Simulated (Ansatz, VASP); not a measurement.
## One calculation of LiCl, two programs

File INCAR:

```
PREC = Accurate
ENCUT = 600
EDIFF = 1E-6
ISMEAR = 0
SIGMA = 0.1
LREAL = F
LASPH = T
NELM = 80
ALGO = Normal
ISIF = 3
LWAVE = F
LCHARG = F
GGA = PE
IBRION = 2
NSW = 90
EDIFFG = -0.04
```

The input KPOINTS:

```
regular mesh
0
Gamma
  6 6 4
```

Contents of POSCAR:

```
LiCl
1.0
    2.4696170600     -1.8378214500      0.0000000000
    2.4696170600      1.8378214500      0.0000000000
   -1.8388397400      0.0000000000      5.2833547200
Li Cl
2 2
Direct
    0.4901093500      0.8223851100      0.6464666700
    0.8223851100      0.4901093500      0.1464666700
    0.1776148900      0.5098906500      0.8535333300
    0.5098906500      0.1776148900      0.3535333300
```

Input for Ansatz:

```yaml
crystal:
  lattice:
    - [2.46961706, -1.83782145, 0.0]
    - [2.46961706, 1.83782145, 0.0]
    - [-1.83883974, 0.0, 5.28335472]
  atoms:
    - { symbol: Li, position: [0.49010935, 0.82238511, 0.64646667] }
    - { symbol: Li, position: [0.82238511, 0.49010935, 0.14646667] }
    - { symbol: Cl, position: [0.17761489, 0.50989065, 0.85353333] }
    - { symbol: Cl, position: [0.50989065, 0.17761489, 0.35353333] }
basis:
  ecutwfc: 420
kpoints:
  mp_grid: { grid: [6, 6, 4] }
hamiltonian:
  xc: pbe
scf:
  occupations: { method: gaussian, width: 0.1 }
  lower_state_search: "off"
output:
  forces: true
  stress: true
  eigenvalues: true
relax:
  adjacent_minimum: "off"
  f_tol: 0.04
  max_steps: 70
  cell: { stress_tol: 0.4 }
```

Alike in both runs: task relaxation of cell and atoms; functional PBE; k mesh 6 × 6 × 4; occupations gaussian, width 0.1 eV; no spin polarisation.

```csv
,VASP,Ansatz
version,VASP 6.6.1,Ansatz 0.2.0
potentials or method,"VASP PAW PBE potentials, release 64 (Li_sv, Cl), cutoff 600 eV","scalar-relativistic, plane waves, PAW"
valence electrons in the cell,20,20
```

VASP gave:

```
gap on the k mesh at the Fermi level, each at its own relaxed structure (eV) : 6.35
relaxed volume (Å³/atom)                                                     : 16.78
relaxed cell length with the largest relative difference (Å)                 : 3.591
```

What did Ansatz give for the same quantities?

gap on the k mesh at the Fermi level, each at its own relaxed structure (eV): 6.26; relaxed volume (Å³/atom): 17.06; relaxed cell length with the largest relative difference (Å): 3.636.

Noted on VASP's run: the cutoff is short for stress, so the pressure is rough; the volume moved by over 15 % at a fixed basis, so the end points are rough.
